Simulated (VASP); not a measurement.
A run of VASP 6.6.1 is set up as follows.

Contents of INCAR:

```
SYSTEM = Ir2Pt
PREC = Accurate ; ENCUT = 600
EDIFF = 1E-6 ; ISMEAR = 0
SIGMA = 0.1 ; LREAL = .False.
LASPH = .True. ; NELM = 100
ALGO = Fast ; ISIF = 3
LWAVE = .False. ; LCHARG = .False.
GGA = PE ; IBRION = 2
NSW = 90 ; EDIFFG = -0.04
```

The input KPOINTS:

```
regular mesh
0
Gamma
  4 4 4
  0 0 0
```

File POSCAR:

```
Ir2Pt
1.0
    0.0000000000      3.4871609446      3.4871609446
    3.4871609446      0.0000000000      3.4871609446
    3.4871609446      3.4871609446      0.0000000000
Ir Pt
4 2
Direct
    0.6250000000      0.6250000000      0.6250000000
    0.1250000000      0.6250000000      0.6250000000
    0.6250000000      0.6250000000      0.1250000000
    0.6250000000      0.1250000000      0.6250000000
    0.0000000000      0.0000000000      0.0000000000
    0.2500000000      0.2500000000      0.2500000000
```

Potentials or basis: VASP PAW PBE potentials, release 64 (Ir, Pt).

Run with:

```sh
$ cat potpaw_PBE.64/Ir/POTCAR potpaw_PBE.64/Pt/POTCAR > POTCAR
$ mpirun -np 1 vasp_std > vasp.out
```

(1) Estimate the band gap on the k mesh.

(2) Predict the space group after relaxing (to 0.1 Å).

Answers

(1) zero (bands 28 and 29 overlap by 0.80 eV).

(2) Fd-3m (No. 227).

Caveat: the k points lie up to 0.37 Å⁻¹ apart in the final cell, too coarse for converged energies and pressures of a metal; spin-orbit coupling is left out, which moves the levels of the heavy elements.
